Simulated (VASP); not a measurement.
# Cd (P6_3/mmc) in VASP: further runs

The runs below take Cd through single point, with PBE, r2SCAN.

All numbers are computed with VASP 6.6.1; they aren't measurements. Logs are shortened: lines on timing, memory, paths and dates and some standing lists are left out, and cuts for length are marked.

### 1 The cell of the first run

It takes space group P6_3/mmc (No. 194, hexagonal). The conventional cell has a = 3.042 Å, b = 3.042 Å, c = 5.904 Å, α = 90.00°, β = 90.00°, γ = 120.00°. Cd (site symmetry -6m2) has 12 Cd at 3.04 to 3.43 Å within 4.0 Å.

### 2 Single point, PBE (strained)

Contents of INCAR:

```
SYSTEM = Cd
PREC = Accurate
ENCUT = 520
EDIFF = 1E-6
ISMEAR = 0
SIGMA = 0.1
LREAL = .False.
LASPH = .True.
NELM = 60
ALGO = Fast
ISIF = 2
LWAVE = .False.
LCHARG = .False.
GGA = PE
NBANDS = 19
```

Contents of KPOINTS:

```
Automatic mesh
0
Gamma
  18 18 8
  0 0 0
```

Contents of POSCAR:

```
Cd
1.0
    3.0415181969      0.0000000000      0.0000000000
   -1.5207590984      2.6340320246      0.0000000000
    0.0000000000      0.0000000000      5.9043186795
Cd
2
Direct
    0.3333333333      0.6666666667      0.2500000000
    0.6666666667      0.3333333333      0.7500000000
```

Potentials or basis: VASP PAW PBE potentials, release 64 (Cd).

Command:

```bash
cat potpaw_PBE.64/Cd/POTCAR > POTCAR
mpirun -np 1 vasp_std > vasp.out
```

OUTCAR:

```text
SYSTEM = Cd
   PREC = Accurate
   ENCUT = 520
   EDIFF = 1E-6
   ISMEAR = 0
   LREAL = .False.
   LASPH = .True.
   NELM = 60
   ISIF = 2
   GGA = PE

 ion  position               nearest neighbor table
   1  0.333  0.667  0.250-   2 3.43   2 3.43   2 3.43   2 3.43   2 3.43   2 3.43
   2  0.667  0.333  0.750-   1 3.43   1 3.43   1 3.43   1 3.43   1 3.43   1 3.43

  LATTYP: Found a hexagonal cell.
 ALAT       =     3.0415181969
 C/A-ratio  =     1.9412406230

  Lattice vectors:

 A1 = (   3.0415181969,   0.0000000000,   0.0000000000)
 A2 = (  -1.5207590984,   2.6340320246,   0.0000000000)
 A3 = (   0.0000000000,   0.0000000000,   5.9043186795)

Analysis of symmetry for initial positions (statically):
=====================================================================
 Subroutine PRICEL returns:
 Original cell was already a primitive cell.

 Routine SETGRP: Setting up the symmetry group for a
 hexagonal supercell.

 Subroutine GETGRP returns: Found 24 space group operations
 (whereof 12 operations were pure point group operations)
 out of a pool of 24 trial point group operations.

The static configuration has the point symmetry D_3d.
 The point group associated with its full space group is D_6h.

Analysis of symmetry for dynamics (positions and initial velocities):
=====================================================================
 Subroutine PRICEL returns:
 Original cell was already a primitive cell.

 Routine SETGRP: Setting up the symmetry group for a
 hexagonal supercell.

 Subroutine GETGRP returns: Found 24 space group operations
 (whereof 12 operations were pure point group operations)
 out of a pool of 24 trial point group operations.

The dynamic configuration has the point symmetry D_3d.
 The point group associated with its full space group is D_6h.

 Subroutine INISYM returns: Found 24 space group operations
 (whereof 12 operations are pure point group operations),
 and found     1 'primitive' translations

----------------------------------------------------------------------------------------

                                     Primitive cell

  volume of cell :      47.3022

  direct lattice vectors                    reciprocal lattice vectors
     3.041518197  0.000000000  0.000000000     0.328783172  0.189823053  0.000000000
    -1.520759098  2.634032025  0.000000000     0.000000000  0.379646106  0.000000000
     0.000000000  0.000000000  5.904318680     0.000000000  0.000000000  0.169367552

[... 82 lines left out ...]
   NELM   =     60;   NELMIN=  2; NELMDL= -5     # of ELM steps
   EDIFF  = 0.1E-05   stopping-criterion for ELM
   LREAL  =      F    real-space projection
   EDIFFG = 0.1E-04   stopping-criterion for IOM
   NSW    =      0    number of steps for IOM
   IBRION =     -1    ionic relax: 0-MD 1-quasi-New 2-CG
   NFREE  =      0    steps in history (QN), initial steepest desc. (CG)
   ISIF   =      2    stress and relaxation
   ISYM   =      2    0-nonsym 1-usesym 2-fastsym
   POTIM  = 0.5000    time-step for ionic-motion
   TEBEG  =    0.0;   TEEND  =   0.0 temperature during run
   PSTRESS=    0.0 pullay stress
   NELECT =      24.0000    total number of electrons
   NUPDOWN=      -1.0000    fix difference up-down
   EMIN   =  10.00;   EMAX   =-10.00  energy-range for DOS
   EFERMI =   0.00;   METHOD = LEGACY
   ISMEAR =     0;   SIGMA  =   0.10  broadening in eV -4-tet -1-fermi 0-gaus
   EFERMI_NEDOS =   21; number of points for ismear=-14 and -15
   IALGO  =     68    algorithm
   IMIX   =      4    mixing-type and parameters
     AMIX     =   0.40;   BMIX     =  1.00
     AMIX_MAG =   1.60;   BMIX_MAG =  1.00
  volume/ion in A,a.u.               =      23.65       159.61
  Fermi-wavevector in a.u.,A,eV,Ry     =   1.305724  2.467461 23.196790  1.704916
  Thomas-Fermi vector in A             =   2.436574
   LORBIT       =      0    0 simple, 1 ext, 2 COOP (PROOUT), +10 PAW based schemes
   GGA     = PE    functional components
   LHFCALC =     F    Hartree Fock is set to
   AEXX    =    0.0000 exact exchange contribution
   IVDW    =     0    specifies the selected vdW correction
   LEPSILON=     F    determine dielectric tensor
   LRPA    =     F    only Hartree local field effects (RPA)
 non-spin polarized calculation
 RMM-DIIS sequential band-by-band and
 Gauss-broadening in eV      SIGMA  =   0.10
  energy-cutoff  :      520.00
  volume of cell :       47.30
 maximum number of plane-waves:      1293
 NGX is ok and might be reduce to    24
   NGX = 11   NGY = 11   NGZ = 21

 number of electron      24.0000006 magnetization

 Free energy of the ion-electron system (eV)
  ---------------------------------------------------
  ext. energy  EPLUGINS =         0.00000000
  ---------------------------------------------------
  free energy    TOTEN  =        -1.49212127 eV

  energy without entropy =       -1.48898950  energy(sigma->0) =       -1.49055539

 E-fermi :   2.3805     XC(G=0): -10.5494

 val. band max:        2.3677902164   @ k =   0.3889   0.0556   0.0000
 cond. band min:       2.3960820566   @ k =   0.2222   0.0556   0.1250
 fundamental gap:      0.0282918401
 Fermi energy:         2.3804645173

 k-point     1 :       0.0000    0.0000    0.0000
  band No.  band energies     occupation
      1      -7.2286      2.00000
      2      -7.0512      2.00000
      3      -6.7192      2.00000
      4      -6.7192      2.00000
      5      -6.6841      2.00000
      6      -6.6841      2.00000
[... 505 lines left out ...]
      6      -6.4097      2.00000
[... 11 lines left out ...]
     18      12.5930      0.00000
     19      13.8019      0.00000

 [... further k-points ...]

------------------------ aborting loop because EDIFF is reached ----------------------------------------

  FORCE on cell =-STRESS in cart. coord.  units (eV):
  Direction    XX          YY          ZZ          XY          YZ          ZX
  --------------------------------------------------------------------------------------
  -------------------------------------------------------------------------------------
  Total       -0.2966066     -0.2966066     -0.2518525     -0.0000000      0.0000000      0.0000000
  in kB      -10.0463912    -10.0463912     -8.5305223     -0.0000000      0.0000000      0.0000000
  external PRESSURE =      -9.5411016 kB  Pullay stress =       0.0000000 kB

 VOLUME and BASIS-vectors are now :
 -----------------------------------------------------------------------------
  energy-cutoff  :      520.00
  volume of cell :       47.30
      direct lattice vectors                 reciprocal lattice vectors
     3.041518197  0.000000000  0.000000000     0.328783172  0.189823053  0.000000000
    -1.520759098  2.634032025  0.000000000     0.000000000  0.379646106  0.000000000
     0.000000000  0.000000000  5.904318680     0.000000000  0.000000000  0.169367552

 POSITION                                       TOTAL-FORCE (eV/Angst)
 -----------------------------------------------------------------------------------
     -0.00000      1.75602      1.47608        -0.000000     -0.000000      0.000000
      1.52076      0.87801      4.42824         0.000000      0.000000      0.000000
 -----------------------------------------------------------------------------------
    total drift:                               -0.000000      0.000000     -0.000000

  FREE ENERGIE OF THE ION-ELECTRON SYSTEM (eV)
  ---------------------------------------------------
  free  energy   TOTEN  =        -1.4921212718 eV

  energy  without entropy=       -1.4889895030  energy(sigma->0) =       -1.49055539
```

OSZICAR:

```text
N       E                     dE             d eps       ncg     rms          rms(c)
DAV:   1     0.172169134199E+03    0.17217E+03   -0.13009E+04  7030   0.125E+03
DAV:   2     0.254413808741E+01   -0.16962E+03   -0.16359E+03  7297   0.327E+02
DAV:   3    -0.156612861497E+01   -0.41103E+01   -0.41022E+01  8022   0.578E+01
DAV:   4    -0.157343813508E+01   -0.73095E-02   -0.73090E-02  7636   0.231E+00
DAV:   5    -0.157346209777E+01   -0.23963E-04   -0.23963E-04  7873   0.127E-01    0.361E+00
RMM:   6    -0.149347831994E+01    0.79984E-01   -0.20778E-01  7080   0.411E+00    0.301E+00
RMM:   7    -0.149114260073E+01    0.23357E-02   -0.20327E-02  7338   0.105E+00    0.156E+00
RMM:   8    -0.149201011241E+01   -0.86751E-03   -0.41187E-03  7401   0.833E-01    0.100E-01
RMM:   9    -0.149208916551E+01   -0.79053E-04   -0.33110E-04  7620   0.171E-01    0.507E-02
RMM:  10    -0.149212361700E+01   -0.34451E-04   -0.11845E-04  7524   0.136E-01    0.227E-02
RMM:  11    -0.149212135283E+01    0.22642E-05   -0.11368E-05  7720   0.308E-02    0.312E-03
RMM:  12    -0.149212127180E+01    0.81034E-07   -0.40261E-07  5002   0.737E-03
   1 F= -.14921213E+01 E0= -.14905554E+01  d E =-.313177E-02
```

Wall time 87 s (1 thread of Intel Xeon Platinum 8488C (Sapphire Rapids), shared host); peak memory 0.26 GiB.

Results:

| Property | Result |
| --- | --- |
| Free energy | -1.4921 eV |
| Pressure | -1.0 GPa |
| Band gap on the k mesh | zero (band 12 reaches 3.93 eV, above the bottom of band 13 at -0.37 eV) |

Stress tensor (GPa, compression positive):
```
-1.00  0.00  0.00
 0.00 -1.00  0.00
 0.00  0.00 -0.85
```

Levels at points of the mesh, in eV from the Fermi level:
```
           k point  band 9  band 10  band 11  band 12  band 13  band 14  band 15  band 16
(0.00, 0.00, 0.00)   -8.45    -8.45    -8.28    -3.39    -2.75     9.28    13.30    14.28
(0.50, 0.00, 0.00)   -8.19    -8.18    -2.04    -1.71     1.65     2.56     2.95     4.95
(0.00, 0.00, 0.50)   -8.53    -8.53    -6.96    -6.96     3.03     3.03    14.58    14.58
(0.50, 0.00, 0.50)   -8.18    -8.18    -1.29    -1.29    -0.07    -0.07     7.36     7.36
```

Caveat: the cell differs from its parent crystal (strained).

### 3 Single point, r2SCAN (functional r2SCAN, strained)

Contents of POSCAR:

```
Cd
1.0
    2.9821492679      0.0000000000      0.0000000000
   -1.4910746339      2.5826170238      0.0000000000
    0.0000000000      0.0000000000      5.6238294150
Cd
2
Direct
    0.3333333333      0.6666666667      0.2500000000
    0.6666666667      0.3333333333      0.7500000000
```

Contents of INCAR.step1:

```
SYSTEM = Cd
ALGO = Normal
EDIFF = 1E-4
ENCUT = 520
GGA = PE
ISMEAR = 0
LASPH = .True.
LCHARG = .False.
LREAL = .False.
LWAVE = .True.
NBANDS = 19
NELM = 80
PREC = Accurate
SIGMA = 0.1
```

Contents of INCAR.step2:

```
SYSTEM = Cd
ALGO = Normal
EDIFF = 1E-7
ENCUT = 520
ISIF = 2
ISMEAR = 0
ISTART = 1
LASPH = .True.
LCHARG = .False.
LMIXTAU = .True.
LREAL = .False.
LWAVE = .False.
METAGGA = R2SCAN
NBANDS = 19
NELM = 80
PREC = Accurate
SIGMA = 0.1
```

Contents of KPOINTS:

```
k-points
0
Gamma
  18 18 8
  0 0 0
```

Potentials or basis: VASP PAW PBE potentials, release 64 (Cd).

Command:

```bash
cat potpaw_PBE.64/Cd/POTCAR > POTCAR
cp INCAR.step1 INCAR
mpirun -np 1 vasp_std > vasp.out
cp INCAR.step2 INCAR
mpirun -np 1 vasp_std > vasp.out
```

Run time: 4.2 min. Hardware: 1 thread of Intel Xeon Platinum 8488C (Sapphire Rapids), shared host; peak memory 0.25 GiB.

Results (log left out):

```yaml
Free_energy: -40.1960 eV
Pressure: 0.6 GPa
Band_gap_on_the_k_mesh: zero (band 12 reaches 4.51 eV, above the bottom of band 13 at -0.16 eV)
```

Stress tensor (GPa, compression positive):
```
0.28 0.00 0.00
0.00 0.28 0.00
0.00 0.00 1.39
```

Levels at points of the mesh, in eV from the Fermi level:
| k point | band 8 | band 9 | band 10 | band 11 | band 12 | band 13 | band 14 | band 15 | band 16 | band 17 |
| --- | --- | --- | --- | --- | --- | --- | --- | --- | --- | --- |
| (0.00, 0.00, 0.00) | -9.31 | -9.31 | -9.06 | -9.06 | -3.33 | -3.22 | 10.85 | 14.94 | 15.35 | 15.49 |
| (0.50, 0.00, 0.00) | -9.09 | -8.77 | -8.75 | -2.57 | -2.05 | 1.94 | 3.08 | 3.24 | 5.38 | 8.71 |
| (0.00, 0.00, 0.50) | -9.17 | -9.17 | -9.17 | -7.78 | -7.78 | 3.74 | 3.74 | 15.27 | 15.27 | 16.49 |
| (0.50, 0.00, 0.50) | -9.07 | -8.76 | -8.76 | -1.77 | -1.77 | 0.03 | 0.03 | 8.39 | 8.39 | 10.39 |

Caveat: the cell differs from its parent crystal (functional r2SCAN, strained); the PAW data sets were made with another functional, which shifts forces and pressure a little.
